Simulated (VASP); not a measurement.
Write the native input for VASP 6.6.1 that does the following.

| Item | Value |
| --- | --- |
| Task | single point |
| Functional | PBE |
| Potentials or basis | VASP PAW PBE potentials, release 64 (Pb_d, Te) |
| Cutoff | 520 eV |
| k mesh | 4 × 4 × 4 |
| Occupations | gaussian, width 0.01 eV |
| Spin | no spin polarisation |
| Dipole correction | no |
| Further INCAR settings | ALGO = Normal; EDIFF = 1e-07; NBANDS = 17 |

The structure of TePb lies in POSCAR:

```
TePb
1.0
    0.0000000000      3.2678368488      3.2024801118
    3.2678368488      0.0000000000      3.2024801118
    3.2678368488      3.2678368488      0.0000000000
Pb Te
1 1
Direct
    0.0000000000      0.0000000000      0.0000000000
    0.5000000000      0.5000000000      0.5000000000
```

This cell differs from its parent crystal: uniaxial z strain -2.0%.

These files were run (other wordings do the same):

INCAR

```
PREC = Accurate ; ENCUT = 520
EDIFF = 1E-7 ; ISMEAR = 0
SIGMA = 0.01 ; LREAL = F
LASPH = T ; NELM = 100
ALGO = Normal ; ISIF = 2
LWAVE = F ; LCHARG = F
GGA = PE ; NBANDS = 17
```

KPOINTS

```
regular mesh
0
Gamma
  4 4 4
```

Potentials or basis: VASP PAW PBE potentials, release 64 (Pb_d, Te).

Launch:

```bash
$ cat potpaw_PBE.64/Pb_d/POTCAR potpaw_PBE.64/Te/POTCAR > POTCAR
$ mpirun -np 1 vasp_std > vasp.out
```

Results of the run:

| Quantity | Value |
| --- | --- |
| Pressure | 1.5 GPa |
| Band gap on the k mesh | 0.74 eV, direct |

Caveat: the cell differs from its parent crystal (uniaxial z strain -2.0%); spin-orbit coupling is left out, which moves the levels of the heavy elements.

Wall time 17 s on 1 thread of Intel(R) Xeon(R) Platinum 8259CL CPU @ 2.50GHz (Skylake/Cascade Lake), on a shared host, peak memory 0.2 GiB.
